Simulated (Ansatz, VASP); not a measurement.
One calculation of Ag, two programs

```
Ag
1.0
     2.89207    0.00000    0.00000
     0.00000    2.89207    0.00000
     0.00000    0.00000   32.36000
Ag
9
Direct
  0.00000 0.00000 0.25252
  0.50000 0.50000 0.31319
  0.00000 0.00000 0.37553
  0.50000 0.50000 0.43769
  0.00000 0.00000 0.50000
  0.50000 0.50000 0.56231
  0.00000 0.00000 0.62447
  0.50000 0.50000 0.68681
  0.00000 0.00000 0.74748
```

Alike in both runs: functional PBEsol; k mesh 11 × 11 × 1; no spin polarisation.

Ansatz relaxed the structure, and its values are those at the end. VASP's run is a single point on that final structure, the one shown.

```csv
,VASP,Ansatz
version,VASP 6.6.1,Ansatz 0.2.0
potentials or method,"VASP PAW PBE potentials, release 64 (Ag)","plane-wave PAW, scalar-relativistic"
plane-wave cutoff (eV),520,420
occupations,"methfessel-paxton of order 1, width 0.1 eV","cold, width 0.1 eV"
valence electrons in the cell,99,171
```

```tsv
	VASP	Ansatz	Ansatz less VASP
rms of the force components (eV/Å)	0.005	0.003	-0.0019
```

VASP's potentials were made for PBE, not for PBEsol. VASP's potentials hold 99 valence electrons a cell and Ansatz's 171, so a difference there can come from the potentials and not from the codes.
